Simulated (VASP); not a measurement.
Write the native input for VASP 6.6.1 that does the following.

| Property | Result |
| --- | --- |
| Task | single point |
| Functional | PBE0 |
| Potentials or basis | VASP PAW PBE potentials, release 64 (Cd, H, O) |
| Cutoff | 520 eV |
| k mesh | 6 × 6 × 4 |
| Occupations | gaussian, width 0.01 eV |
| Spin | no spin polarisation |
| Dipole correction | no |
| Grid for exact exchange (PRECFOCK) | Fast |
| Further INCAR settings | ALGO = Normal; EDIFF = 1e-07; NBANDS = 21 |
| Share of exact exchange | 0.25 |

Crystal: CdH2O2.

```
Cd H O
1.0
     3.50197    0.00000    0.00000
    -1.75099    3.03280    0.00000
     0.00000    0.00000    4.56918
Cd H O
1 2 2
Direct
  0.00000 0.00000 0.00000
  0.66667 0.33333 0.54687
  0.33333 0.66667 0.45313
  0.66667 0.33333 0.75821
  0.33333 0.66667 0.24179
```

One way to write it, as run:

POSCAR

```
CdH2O2
1.0
    3.5019706953      0.0000000000      0.0000000000
   -1.7509853477      3.0327955854      0.0000000000
    0.0000000000      0.0000000000      4.5691751487
Cd H O
1 2 2
Direct
    0.0000000000      0.0000000000      0.0000000000
    0.6666666667      0.3333333333      0.5468707618
    0.3333333333      0.6666666667      0.4531292382
    0.6666666667      0.3333333333      0.7582064997
    0.3333333333      0.6666666667      0.2417935003
```

INCAR.step1

```
  ALGO = Normal
  EDIFF = 1E-5
  ENCUT = 520
  GGA = PE
  ISIF = 2
  ISMEAR = 0
  KPAR = 4
  LASPH = T
  LCHARG = F
  LREAL = F
  LWAVE = T
  NBANDS = 21
  NELM = 100
  PREC = Accurate
  SIGMA = 0.01
```

INCAR.step2

```
  AEXX = 0.25
  ALGO = Normal
  EDIFF = 1E-7
  ENCUT = 520
  GGA = PE
  ISIF = 2
  ISMEAR = 0
  ISTART = 1
  KPAR = 4
  LASPH = T
  LCHARG = F
  LHFCALC = T
  LREAL = F
  LWAVE = F
  NBANDS = 21
  NELM = 100
  PREC = Accurate
  PRECFOCK = Fast
  SIGMA = 0.01
```

KPOINTS

```
k-points
0
Gamma
  6 6 4
```

Potentials or basis: VASP PAW PBE potentials, release 64 (Cd, H, O).

Run with:

```bash
$ cat potpaw_PBE.64/Cd/POTCAR potpaw_PBE.64/H/POTCAR potpaw_PBE.64/O/POTCAR > POTCAR
$ cp INCAR.step1 INCAR
$ mpirun -np 4 vasp_std > vasp.out
$ cp INCAR.step2 INCAR
$ mpirun -np 4 vasp_std > vasp.out
```

It gave:

| Quantity | Value |
| --- | --- |
| Pressure | 2.2 GPa |
| Largest force | 0.143 eV/Å |
| Band gap on the k mesh | 4.14 eV (least direct gap 4.57 eV) |

Caveat: the PAW data sets were made with another functional, which shifts forces and pressure a little.

Run time: 10 min on 4 MPI ranks on AMD EPYC 7R43 64-Core Processor (Zen 3) (shared host), peak memory 0.17 GiB a rank.
